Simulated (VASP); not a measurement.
# Rh: single point with r2SCAN

Crystal: Rh.

```
CELL_PARAMETERS angstrom
1.42104 0.82044 6.86782
-1.42104 0.82044 6.86782
0.00000 -1.64088 6.86782
ATOMIC_POSITIONS crystal
Rh 0.00000 0.00000 0.00000
Rh 0.22222 0.22222 0.22222
Rh 0.77778 0.77778 0.77778
```

```yaml
Program: VASP 6.6.1
Task: single point
Functional: r2SCAN
Potentials_or_basis: VASP PAW PBE potentials, release 64 (Rh_pv)
Cutoff: 520 eV
k_mesh: 9 × 9 × 9
Occupations: gaussian, width 0.1 eV
Spin: no spin polarisation
```

- Pressure: -28.1 GPa
- Largest force: 0.121 eV/Å

Forces on the atoms (eV/Å):
```
Rh   0.000  0.000  0.000
Rh   0.000  0.000  0.121
Rh   0.000  0.000 -0.121
```

Stress tensor (GPa, compression positive):
```
-28.43   0.00   0.00
  0.00 -28.43   0.00
  0.00   0.00 -27.50
```

Levels at points of the mesh, in eV from the Fermi level:
```csv
k point,band 19,band 20,band 21,band 22,band 23,band 24,band 25,band 26,band 27,band 28
"(0.00, 0.00, 0.00)",-2.18,-1.49,-1.48,-1.29,-1.29,-0.22,-0.22,0.03,0.03,11.86
```

Run time: 45 min on 1 thread of Intel(R) Xeon(R) Platinum 8259CL CPU @ 2.50GHz (Skylake/Cascade Lake) (shared host), peak memory 0.47 GiB.

Caveat: the PAW data sets were made with another functional, which shifts forces and pressure a little.
